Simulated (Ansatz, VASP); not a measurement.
**WS2: VASP beside Ansatz**

The input POSCAR:

```
WS2
1.0
    1.6588374827      0.9577302672      6.5243933581
   -1.6588374827      0.9577302672      6.5243933581
    0.0000000000     -1.9154605344      6.5243933581
W S
1 2
Direct
   -0.0000022645     -0.0000022645     -0.0000022645
    0.4109453691      0.4109453691      0.4109453691
    0.2557235620      0.2557235620      0.2557235620
```

INCAR.step1

```
SYSTEM = WS2
ALGO = Normal
EDIFF = 1E-4
ENCUT = 520
GGA = PE
ISMEAR = 0
LASPH = .TRUE.
LCHARG = .FALSE.
LREAL = .FALSE.
LWAVE = .TRUE.
NBANDS = 20
NELM = 100
PREC = Accurate
SIGMA = 0.01
```

File INCAR.step2:

```
SYSTEM = WS2
ALGO = Normal
EDIFF = 1E-6
ENCUT = 520
ISIF = 2
ISMEAR = 0
ISTART = 1
LASPH = .TRUE.
LCHARG = .FALSE.
LMIXTAU = .TRUE.
LREAL = .FALSE.
LWAVE = .FALSE.
METAGGA = R2SCAN
NBANDS = 20
NELM = 100
PREC = Accurate
SIGMA = 0.01
```

The input KPOINTS:

```
k-points
0
G
  10 10 10
  0 0 0
```

Input for Ansatz:

```yaml
crystal:
  lattice:
    - [1.6588374827, 0.9577302672, 6.5243933581]
    - [-1.6588374827, 0.9577302672, 6.5243933581]
    - [0.0, -1.9154605344, 6.5243933581]
  atoms:
    - { symbol: W, position: [-2.2645e-06, -2.2645e-06, -2.2645e-06] }
    - { symbol: S, position: [0.4109453691, 0.4109453691, 0.4109453691] }
    - { symbol: S, position: [0.255723562, 0.255723562, 0.255723562] }
kpoints:
  mp_grid: { grid: [10, 10, 10] }
  band_path:
    path:
      - [0.0, 0.0, 0.0]
      - [-0.5, -0.5, -0.5]
      - [-0.5, -0.181031973, -0.818968027]
      - [-0.181031973, 0.181031973, -0.5]
      - [0.0, 0.0, -0.5]
      - [0.0, 0.3405159865, -0.3405159865]
      - [-0.3405159865, 0.0, -0.6594840135]
      - [-0.5, 0.0, -0.5]
      - [0.0, 0.1702579933, -0.1702579933]
      - [-0.1629287757, 0.1629287757, -0.5]
    npoints: 1
hamiltonian:
  xc: r2scan
scf:
  occupations: { method: fixed }
  n_extra_bands: 4
output:
  forces: true
  stress: true
  eigenvalues: true
```

Change from the starting cell: hydrostatic strain +4.6%.

Alike in both runs: task single point; functional r2SCAN; k mesh 10 × 10 × 10; no spin polarisation.

```csv
,VASP,Ansatz
version,VASP 6.6.1,Ansatz 0.2.0
potentials or method,"VASP PAW PBE potentials, release 64 (W_sv, S)","plane waves, PAW"
plane-wave cutoff (eV),520,500
occupations,"gaussian, width 0.01 eV",fixed
valence electrons in the cell,26,26
```

Ansatz gave:

- gap on the k mesh at the Fermi level (eV): 0.73
- pressure (GPa): -7.4
- traceless stress, the component that is largest in VASP (GPa): 6.78
- rms of the force components (eV/Å): 0.020

Q: What did VASP give for the same quantities?

A: gap on the k mesh at the Fermi level (eV): 0.74; pressure (GPa): -7.3; traceless stress, the component that is largest in VASP (GPa): 6.71; rms of the force components (eV/Å): 0.013.

VASP's potentials were made for PBE, not for r2SCAN. Atom by atom the forces differ by 0.007 eV/Å (rms over components).

Neither program's run includes spin-orbit coupling.
